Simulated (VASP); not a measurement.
Crystal: HfO2.

```
Hf O
1.0
     0.00000    2.54881    2.54881
     2.54881    0.00000    2.54881
     2.54881    2.54881    0.00000
Hf O
1 2
Direct
  0.00000 0.00000 0.00000
  0.25000 0.25000 0.25000
  0.75000 0.75000 0.75000
```

| Property | Result |
| --- | --- |
| Program | VASP 6.6.1 |
| Task | relaxation of cell and atoms |
| Functional | r2SCAN |
| Potentials or basis | VASP PAW PBE potentials, release 64 (Hf_pv, O) |
| Cutoff | 600 eV |
| k mesh | 8 × 8 × 8 |
| Occupations | fermi-dirac, width 0.02 eV |
| Spin | no spin polarisation |

At the start: pressure -10.0 GPa; volume 11.04 Å³/atom.

Q: How do energy, volume and symmetry change on relaxing?

A: Over 4 steps the energy falls by 13.5 meV/atom and the volume is 10.62 Å³/atom (-3.8 %); space group Fm-3m (No. 225, to 0.05 Å).

The path:
```tsv
step	energy change (eV)	largest force (eV/Å)	pressure (GPa)	volume (Å³)
1	0.0000	0.0000	-10.00	33.12
2	0.0720	0.0000	19.87	29.92
3	-0.0406	0.0000	-0.23	31.87
4	-0.0406	0.0000	-0.01	31.85
```

Final structure:
```
CELL_PARAMETERS angstrom
0.00000 2.51578 2.51578
2.51578 0.00000 2.51578
2.51578 2.51578 0.00000
ATOMIC_POSITIONS crystal
Hf 0.00000 0.00000 0.00000
O 0.25000 0.25000 0.25000
O 0.75000 0.75000 0.75000
```

Caveat: the PAW data sets were made with another functional, which shifts forces and pressure a little.
